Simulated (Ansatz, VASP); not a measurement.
# Two plane-wave programs on KF

File INCAR:

```
  ALGO = Normal
  EDIFF = 1E-7
  ENCUT = 520
  GGA = PE
  ISIF = 2
  ISMEAR = 0
  LASPH = True
  LCHARG = False
  LREAL = False
  LWAVE = False
  NBANDS = 15
  NELM = 100
  PREC = Accurate
  SIGMA = 0.05
```

The input KPOINTS:

```
k-points
0
Gamma
  12 12 12
```

File POSCAR:

```
KF
1.0
    0.0000000000      2.7459111841      2.7459111841
    2.7459111841      0.0000000000      2.7459111841
    2.7459111841      2.7459111841      0.0000000000
K F
1 1
Direct
    0.0000000000      0.0000000000      0.0000000000
    0.5000000000      0.5000000000      0.5000000000
```

Input for Ansatz:

```yaml
crystal:
  lattice:
    - [0.0, 2.7459111841, 2.7459111841]
    - [2.7459111841, 0.0, 2.7459111841]
    - [2.7459111841, 2.7459111841, 0.0]
  atoms:
    - { symbol: K, position: [0.0, 0.0, 0.0] }
    - { symbol: F, position: [0.5, 0.5, 0.5] }
basis:
  ecutwfc: 420
  ecutrho_ratio: 4
kpoints:
  mp_grid: { grid: [12, 12, 12] }
hamiltonian:
  xc: pbe
scf:
  occupations: { method: gaussian, width: 0.05 }
output:
  forces: true
  stress: true
  eigenvalues: true
  write_density: true
  write_potential: true
  elf: true
  volumetric_format: npy
```

Alike in both runs: task single point; functional PBE; k mesh 12 × 12 × 12; occupations gaussian, width 0.05 eV; no spin polarisation.

|  | VASP | Ansatz |
| --- | --- | --- |
| version | VASP 6.6.1 | Ansatz 0.2.0 |
| potentials or method | VASP PAW PBE potentials, release 64 (K_sv, F), cutoff 520 eV | scalar-relativistic, plane waves, PAW |
| valence electrons in the cell | 16 | 16 |

```tsv
	VASP	Ansatz	Ansatz less VASP
gap on the k mesh at the Fermi level (eV)	5.76	5.77	+0.015
least direct gap on the mesh (eV)	5.76	5.77	+0.015
pressure (GPa)	-1.0	-1.0	+0.01
```
